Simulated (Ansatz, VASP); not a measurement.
# Two plane-wave programs on Fe

```
Fe
1.0
    -1.34657    1.34657    1.34657
     1.34657   -1.34657    1.34657
     1.34657    1.34657   -1.34657
Fe
1
Direct
  0.00000 0.00000 0.00000
```

Alike in both runs: task single point; functional r2SCAN; k mesh 26 × 26 × 26; occupations fermi-dirac, width 0.1 eV; no spin polarisation.

```csv
,VASP,Ansatz
version,VASP 6.6.1,Ansatz 0.2.0
potentials or method,"VASP PAW PBE potentials, release 64 (Fe), cutoff 520 eV","plane waves (500 eV) with PAW, scalar-relativistic"
valence electrons in the cell,8,16
```

Ansatz gave:

```
pressure (GPa) : 13.3
```

Task: Which values does VASP return?

Result: Pressure (GPa): 13.9.

VASP's potentials were made for PBE, not for r2SCAN. VASP's potentials hold 8 valence electrons a cell and Ansatz's 16, so a difference there can come from the potentials and not from the codes.
